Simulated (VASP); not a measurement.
A run of VASP 6.6.1 is set up as follows.

Contents of POSCAR:

```
Mo
1.0
   -1.5601924001      1.5601924001      1.5601924001
    1.5601924001     -1.5601924001      1.5601924001
    1.5601924001      1.5601924001     -1.5601924001
Mo
1
Direct
    0.0000000000      0.0000000000      0.0000000000
```

INCAR.step1

```
PREC     = Accurate       # precision mode
ENCUT    = 520            # plane-wave cutoff, eV
ISMEAR   = -1             # smearing method
SIGMA    = 0.1            # smearing width, eV
LREAL    = F              # projectors in reciprocal space
LASPH    = T              # aspherical terms in the spheres
NELM     = 60             # most SCF steps
NBANDS   = 13             # bands
GGA      = PE             # functional
ALGO     = Normal         # electronic algorithm
EDIFF    = 1E-4           # SCF threshold, eV
LWAVE    = T              # write WAVECAR
LCHARG   = F              # write CHGCAR
```

INCAR.step2

```
PREC     = Accurate       # precision mode
ENCUT    = 520            # plane-wave cutoff, eV
EDIFF    = 1E-6           # SCF threshold, eV
ISMEAR   = -1             # smearing method
SIGMA    = 0.1            # smearing width, eV
LREAL    = F              # projectors in reciprocal space
LASPH    = T              # aspherical terms in the spheres
NELM     = 60             # most SCF steps
ALGO     = Normal         # electronic algorithm
ISIF     = 2              # what is computed and relaxed
LWAVE    = F              # write WAVECAR
LCHARG   = F              # write CHGCAR
METAGGA  = R2SCAN         # meta-GGA
LMIXTAU  = T            
NBANDS   = 13             # bands
ISTART   = 1
```

Contents of KPOINTS:

```
Automatic mesh
0
Gamma
  15 15 15
```

Potentials or basis: VASP PAW PBE potentials, release 64 (Mo_sv).

Run with:

```bash
$ cat potpaw_PBE.64/Mo_sv/POTCAR > POTCAR
$ cp INCAR.step1 INCAR
$ mpirun -np 1 vasp_std > vasp.out
$ cp INCAR.step2 INCAR
$ mpirun -np 1 vasp_std > vasp.out
```

Problem. Predict the pressure.

Solution. 9.9 GPa.

Problem. What does it give for the band gap on the k mesh?

Solution. Zero (band 7 reaches 17.01 eV, above the bottom of band 8 at 11.54 eV).

Caveat: the PAW data sets were made with another functional, which shifts forces and pressure a little.
